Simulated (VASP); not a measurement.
# Cu2H3 in VASP: notebook, part 2 of 2

VASP 6.6.1.

### 4 Relaxation of cell and atoms, PBE

Contents of INCAR:

```
SYSTEM = Cu2H3
PREC = Accurate
ENCUT = 600
EDIFF = 1E-7
ISMEAR = 0
SIGMA = 0.1
LREAL = .False.
LASPH = .True.
NELM = 100
ALGO = Normal
ISIF = 3
LWAVE = .False.
LCHARG = .False.
GGA = PE
IBRION = 2
NSW = 90
EDIFFG = -0.04
```

Contents of KPOINTS:

```
regular mesh
0
Gamma
  6 6 4
  0 0 0
```

Contents of POSCAR:

```
Cu2H3
1.0
    3.0715078622      0.0000000000      0.0000000000
    0.2215159230      3.2136499857      0.0000000000
    0.7250132854      0.6908307440      3.7752347576
Cu H
2 3
Direct
    0.1915690805      0.1917009083      0.2060370017
    0.8341451686      0.7938621273      0.7807589545
    0.0029768994      0.3159235179      0.6396051422
    0.6731342125      0.9925462567      0.3684031820
    0.2981746389      0.7059671898      0.0051957196
```

Potentials or basis: VASP PAW PBE potentials, release 64 (Cu, H).

On the command line:

```
> cat potpaw_PBE.64/Cu/POTCAR potpaw_PBE.64/H/POTCAR > POTCAR
> mpirun -np 1 vasp_std > vasp.out
```

OUTCAR:

```text
SYSTEM = Cu2H3
   PREC = Accurate
   ENCUT = 600
   EDIFF = 1E-7
   ISMEAR = 0
   LREAL = .False.
   LASPH = .True.
   NELM = 100
   ISIF = 3
   GGA = PE
   IBRION = 2
   NSW = 90
   EDIFFG = -0.04

 ion  position               nearest neighbor table
   1  0.192  0.192  0.206-   5 1.72   4 1.72   4 1.75   3 1.80   2 2.47   2 2.63   2 2.70   2 2.75

   2  0.834  0.794  0.781-   5 1.73   3 1.75   3 1.75   4 1.76   5 1.79   1 2.47   1 2.63   1 2.70
                             1 2.75
   3  0.003  0.316  0.640-   2 1.75   2 1.75   1 1.80
   4  0.673  0.993  0.368-   1 1.72   1 1.75   2 1.76
   5  0.298  0.706  0.005-   1 1.72   2 1.73   2 1.79

  LATTYP: Found a triclinic cell.
 ALAT       =     8.1415300642
 B/A-ratio  =     0.5651585674
 C/A-ratio  =     1.2166732416
 COS(alpha) =     0.0009446409
 COS(beta)  =     0.6942877423
[... 396 lines left out ...]

 E-fermi :   4.7062     XC(G=0): -11.2431

 val. band max:        4.6911385026   @ k =  -0.1667   0.3333   0.2500
 cond. band min:       4.7742823720   @ k =  -0.1667   0.3333  -0.0000
 fundamental gap:      0.0831438693
 Fermi energy:         4.7061514654

 k-point     1 :       0.0000    0.0000    0.0000
  band No.  band energies     occupation
      1      -6.0576      2.00000
      2      -1.2881      2.00000
      3      -0.4595      2.00000
      4       0.9868      2.00000
      5       1.1933      2.00000
      6       1.6166      2.00000
[... 433 lines left out ...]
      3      -1.0912      2.00000
      4       1.0719      2.00000
      5       1.3282      2.00000
      6       1.5293      2.00000
[... 8 lines left out ...]
     15      10.1709      0.00000
     16      13.9006      0.00000

 [... further k-points ...]

------------------------ aborting loop because EDIFF is reached ----------------------------------------

  FORCE on cell =-STRESS in cart. coord.  units (eV):
  Direction    XX          YY          ZZ          XY          YZ          ZX
  --------------------------------------------------------------------------------------
  -------------------------------------------------------------------------------------
  Total       -0.0334080     -0.0110502      0.0387235      0.0246696      0.0089502     -0.0234262
  in kB       -1.4179093     -0.4689961      1.6435126      1.0470344      0.3798678     -0.9942586
  external PRESSURE =      -0.0811309 kB  Pullay stress =       0.0000000 kB
[... 20 lines left out ...]
  FREE ENERGIE OF THE ION-ELECTRON SYSTEM (eV)
  ---------------------------------------------------
  free  energy   TOTEN  =       -16.2779162084 eV

  energy  without entropy=      -16.2752069554  energy(sigma->0) =      -16.27656158

 reached required accuracy - stopping structural energy minimisation
```

Wall time 11 min (1 thread of Intel Xeon Platinum 8488C (Sapphire Rapids), shared host); peak memory 0.2 GiB.

Results:

```
Free energy                           : -16.2779 eV
Relaxed volume                        : 7.55 Å³/atom
Relaxed cell                          : a = 2.943 Å, b = 3.062 Å, c = 4.452 Å, α = 74.49°, β = 77.66°, γ = 88.58°
Space group after relaxing (to 0.1 Å) : P1 (No. 1)
Energy gained by relaxing             : 26.2 meV/atom
Ionic steps                           : 16
Pressure after relaxing               : 0.0 GPa
Largest force after relaxing          : 0.031 eV/Å
Band gap on the k mesh                : zero (an odd number of electrons rules out a gap without spin polarisation)
```

Forces on the atoms (eV/Å):
```
Cu  -0.020 -0.016  0.001
Cu   0.006  0.004 -0.020
H   -0.008  0.019  0.023
H   -0.001  0.004  0.001
H    0.022 -0.011 -0.006
```

The path:
```csv
step,energy change (eV),largest force (eV/Å),pressure (GPa),volume (Å³)
1,0.0000,0.0461,2.25,37.26
2,-0.0129,0.0724,0.60,37.83
3,-0.0194,0.1538,-1.81,38.74
4,-0.0302,0.1160,-1.60,38.72
5,-0.0482,0.2467,-0.77,38.63
6,-0.0640,0.2204,-0.28,38.38
7,-0.0915,0.2148,1.58,37.59
8,-0.1074,0.1635,-0.13,38.05
9,-0.1104,0.1484,-1.15,38.34
10,-0.1221,0.0861,-0.54,38.08
11,-0.1236,0.1083,-0.23,37.96
12,-0.1272,0.0567,0.04,37.78
13,-0.1277,0.0887,0.20,37.69
14,-0.1293,0.0560,0.03,37.74
15,-0.1299,0.0420,-0.09,37.79
16,-0.1309,0.0311,-0.01,37.75
```

Final structure:
```cif
data_structure
_symmetry_space_group_name_H-M 'P 1'
_symmetry_Int_Tables_number 1
_cell_length_a 2.9432
_cell_length_b 3.0622
_cell_length_c 4.4523
_cell_angle_alpha 74.485
_cell_angle_beta 77.664
_cell_angle_gamma 88.581
_cell_volume 37.75
loop_
_atom_site_label
_atom_site_type_symbol
_atom_site_fract_x
_atom_site_fract_y
_atom_site_fract_z
_atom_site_occupancy
Cu1 Cu 0.21153 0.15484 0.20241 1
Cu2 Cu 0.84649 0.79623 0.77189 1
H1 H 0.00245 0.34969 0.61105 1
H2 H 0.65663 0.98039 0.40756 1
H3 H 0.28291 0.71884 0.00709 1
```

Caveat: the k points lie up to 0.37 Å⁻¹ apart in the final cell, too coarse for converged energies and pressures of a metal.

### 5 Single point, PBE

This run uses another cell than the first one, of 7.48 Å³/atom.

Contents of INCAR:

```
PREC = Accurate
ENCUT = 520
EDIFF = 1E-7
ISMEAR = 0
SIGMA = 0.1
LREAL = False
LASPH = True
NELM = 80
ALGO = Normal
ISIF = 2
LWAVE = False
LCHARG = False
GGA = PE
NBANDS = 20
```

Contents of KPOINTS:

```
Automatic mesh
0
Gamma
  14 14 10
```

Contents of POSCAR:

```
Cu2H3
1.0
    2.1242201110     -2.0711473395     -0.0074127710
    2.1242201110      2.0711473395     -0.0074127710
   -1.5608119540      0.0000000000      4.2569370378
Cu H
2 3
Direct
    0.1471044549      0.2059982588      0.7820806211
    0.7940017412      0.8528955451      0.2179193789
    0.3551585611      0.0135887993      0.4085491408
    0.9864112007      0.6448414389      0.5914508592
    0.7185479821      0.2814520179      0.0000000000
```

Potentials or basis: VASP PAW PBE potentials, release 64 (Cu, H).

On the command line:

```
> cat potpaw_PBE.64/Cu/POTCAR potpaw_PBE.64/H/POTCAR > POTCAR
> mpirun -np 1 vasp_std > vasp.out
```

OUTCAR:

```text
PREC = Accurate
   ENCUT = 520
   EDIFF = 1E-7
   ISMEAR = 0
   LREAL = False
   LASPH = True
   NELM = 80
   ISIF = 2
   GGA = PE

 ion  position               nearest neighbor table
   1  0.147  0.206  0.782-   4 1.69   5 1.73   4 1.73   5 1.77   2 2.48   2 2.77   2 2.78   2 2.78

   2  0.794  0.853  0.218-   3 1.69   5 1.73   3 1.73   5 1.77   1 2.48   1 2.77   1 2.78   1 2.78

   3  0.355  0.014  0.409-   2 1.69   2 1.73
   4  0.986  0.645  0.591-   1 1.69   1 1.73
   5  0.719  0.281  0.000-   2 1.73   1 1.73   2 1.77   1 1.77

  LATTYP: Found a base centered monoclinic cell.
 ALAT       =     4.2484660898
 B/A-ratio  =     0.9750094720
 C/A-ratio  =     1.0672214487
 COS(beta)  =    -0.3475162638

  Lattice vectors:

 A1 = (   2.1242201110,  -2.0711473395,  -0.0074127710)
 A2 = (   2.1242201110,   2.0711473395,  -0.0074127710)
 A3 = (  -1.5608119540,   0.0000000000,   4.2569370378)

Analysis of symmetry for initial positions (statically):
=====================================================================
 Subroutine PRICEL returns:
 Original cell was already a primitive cell.

 Routine SETGRP: Setting up the symmetry group for a
[... 178 lines left out ...]
 cond. band min:       4.8602009095   @ k =   0.5000   0.4286   0.3000
 fundamental gap:      0.0192773474
 Fermi energy:         4.8474942438

 k-point     1 :       0.0000    0.0000    0.0000
  band No.  band energies     occupation
      1      -6.0419      2.00000
      2      -1.2910      2.00000
      3      -0.2816      2.00000
      4       1.0574      2.00000
      5       1.2083      2.00000
      6       1.7497      2.00000
[... 541 lines left out ...]
     19      18.6084      0.00000
     20      19.4645      0.00000

 [... further k-points ...]

------------------------ aborting loop because EDIFF is reached ----------------------------------------

  FORCE on cell =-STRESS in cart. coord.  units (eV):
  Direction    XX          YY          ZZ          XY          YZ          ZX
  --------------------------------------------------------------------------------------
  -------------------------------------------------------------------------------------
  Total        0.0570586      0.0450701      0.0624045      0.0000000      0.0000000      0.0267962
  in kB        2.4437111      1.9302657      2.6726654      0.0000000      0.0000000      1.1476320
  external PRESSURE =       2.3488807 kB  Pullay stress =       0.0000000 kB

 VOLUME and BASIS-vectors are now :
 -----------------------------------------------------------------------------
  energy-cutoff  :      520.00
  volume of cell :       37.41
      direct lattice vectors                 reciprocal lattice vectors
     2.124220111 -2.071147339 -0.007412771     0.235682055 -0.241412086  0.086413157
     2.124220111  2.071147339 -0.007412771     0.235682055  0.241412086  0.086413157
    -1.560811954  0.000000000  4.256937038     0.000820805  0.000000000  0.235211635

 POSITION                                       TOTAL-FORCE (eV/Angst)
 -----------------------------------------------------------------------------------
     -0.47061      0.12198      3.32665         0.001753      0.000895     -0.002736
      3.15824      0.12198      0.91546        -0.001753      0.000895      0.002736
      0.14563     -0.70744      1.73643         0.005320     -0.000092      0.010329
      2.54200     -0.70744      2.50568        -0.005320     -0.000092     -0.010329
      2.12422     -0.90529     -0.00741        -0.000000     -0.001607     -0.000000
 -----------------------------------------------------------------------------------
    total drift:                               -0.000000     -0.001841      0.000000

  FREE ENERGIE OF THE ION-ELECTRON SYSTEM (eV)
  ---------------------------------------------------
  free  energy   TOTEN  =       -16.2723843194 eV

  energy  without entropy=      -16.2682808510  energy(sigma->0) =      -16.27033259
```

OSZICAR:

```text
N       E                     dE             d eps       ncg     rms          rms(c)
DAV:   1     0.151415342604E+03    0.15142E+03   -0.11328E+04 21888   0.188E+03
DAV:   2    -0.100328885136E+02   -0.16145E+03   -0.15366E+03 21484   0.302E+02
DAV:   3    -0.193618330898E+02   -0.93289E+01   -0.90464E+01 24924   0.959E+01
DAV:   4    -0.195075153679E+02   -0.14568E+00   -0.14551E+00 25580   0.128E+01
DAV:   5    -0.195092941823E+02   -0.17788E-02   -0.17788E-02 25608   0.121E+00    0.135E+01
DAV:   6    -0.180196434070E+02    0.14897E+01   -0.26596E+01 24120   0.135E+02    0.853E+00
DAV:   7    -0.163220990962E+02    0.16975E+01   -0.63381E+00 23836   0.672E+01    0.116E+00
DAV:   8    -0.162874463232E+02    0.34653E-01   -0.25305E-01 33732   0.765E+00    0.961E-01
DAV:   9    -0.162726786212E+02    0.14768E-01   -0.55409E-02 29588   0.633E+00    0.148E-01
DAV:  10    -0.162724452881E+02    0.23333E-03   -0.36175E-03 33260   0.889E-01    0.675E-02
DAV:  11    -0.162723863109E+02    0.58977E-04   -0.20298E-04 33552   0.293E-01    0.195E-02
DAV:  12    -0.162723857467E+02    0.56418E-06   -0.46196E-05 33296   0.121E-01    0.327E-03
DAV:  13    -0.162723846497E+02    0.10970E-05   -0.14398E-06 27172   0.129E-02    0.132E-03
DAV:  14    -0.162723843664E+02    0.28329E-06   -0.11905E-07 21832   0.386E-03    0.468E-04
DAV:  15    -0.162723843194E+02    0.47038E-07   -0.21395E-08 13364   0.180E-03
   1 F= -.16272384E+02 E0= -.16270333E+02  d E =-.410347E-02
```

stdout:

```text
POSCAR found type information on POSCAR CuH
 POSCAR found :  2 types and       5 ions
 scaLAPACK will be used
 LDA part: xc-table for (Slater+PW92), standard interpolation
 POSCAR, INCAR and KPOINTS ok, starting setup
 FFT: planning ... GRIDC
 FFT: planning ... GRID_SOFT
 FFT: planning ... GRID
 WAVECAR not read
 entering main loop
```

It took 3.2 min on 1 thread of Intel Xeon Platinum 8488C (Sapphire Rapids), shared host; peak memory 0.43 GiB.

What came out:

- Free energy: -16.2724 eV
- Pressure: 0.2 GPa
- Largest force: 0.012 eV/Å
- Band gap on the k mesh: zero (an odd number of electrons rules out a gap without spin polarisation)

Forces in eV/Å, atoms in the order of the input:
```
Cu   0.002  0.001 -0.003
Cu  -0.002  0.001  0.003
H    0.005  0.000  0.010
H   -0.005  0.000 -0.010
H    0.000 -0.002  0.000
```

Levels at points of the mesh, in eV from the Fermi level:
```csv
k point,band 9,band 10,band 11,band 12,band 13,band 14,band 15,band 16
"(0.00, 0.00, 0.00)",-2.83,-2.82,-2.52,-2.37,0.91,5.48,8.37,9.54
"(0.50, 0.00, 0.00)",-2.65,-2.52,-2.23,-2.04,-0.61,2.51,6.44,7.54
"(0.50, 0.50, 0.00)",-2.51,-2.46,-2.29,-1.03,-0.21,2.29,3.88,5.22
"(0.00, 0.00, 0.50)",-2.59,-2.52,-2.52,-2.50,2.90,7.53,7.98,8.83
"(0.50, 0.00, 0.50)",-2.75,-2.57,-2.34,-2.21,-1.52,1.70,7.37,8.98
"(0.50, 0.50, 0.50)",-2.50,-2.50,-2.18,-0.29,-0.23,1.99,4.37,4.81
```

### 6 Overview

| task | cell | k mesh | cutoff (eV) | gap on the mesh (eV) | pressure (GPa) | largest force (eV/Å) |
| --- | --- | --- | --- | --- | --- | --- |
| single point | a = 3.072, b = 3.221, c = 3.906 Å, angles 79.1, 79.3, 86.1°, 5 atoms, atomic positions A | 6 × 6 × 4 | 520 | none | 2.1 | 0.05 |
| single point | a = 2.968, b = 2.969, c = 4.515 Å, angles 75.8, 75.9, 88.7°, 5 atoms, atomic positions B | 6 × 6 × 4 | 520 | none | 0.1 | 0.01 |
| relaxation of cell and atoms | relaxed from a = 3.072, b = 3.221, c = 3.906 Å, angles 79.1, 79.3, 86.1°, 5 atoms, atomic positions A | 6 × 6 × 4 | 600 | none | 0.0 | 0.03 |
| single point | a = 2.967, b = 2.967, c = 4.534 Å, angles 104.4, 104.4, 88.6°, 5 atoms, atomic positions C | 14 × 14 × 10 | 520 | none | 0.2 | 0.01 |

Alike in all rows: level PBE; potentials or basis VASP PAW PBE potentials, release 64 (Cu, H); no spin polarisation; smearing gaussian 0.1 eV.

Caveats: some runs use coarse meshes.

Total energies depend on the potentials used, so only differences within one code and one set of settings carry meaning.

The gap in the log of VASP goes by the Fermi energy; the results here count the filled bands.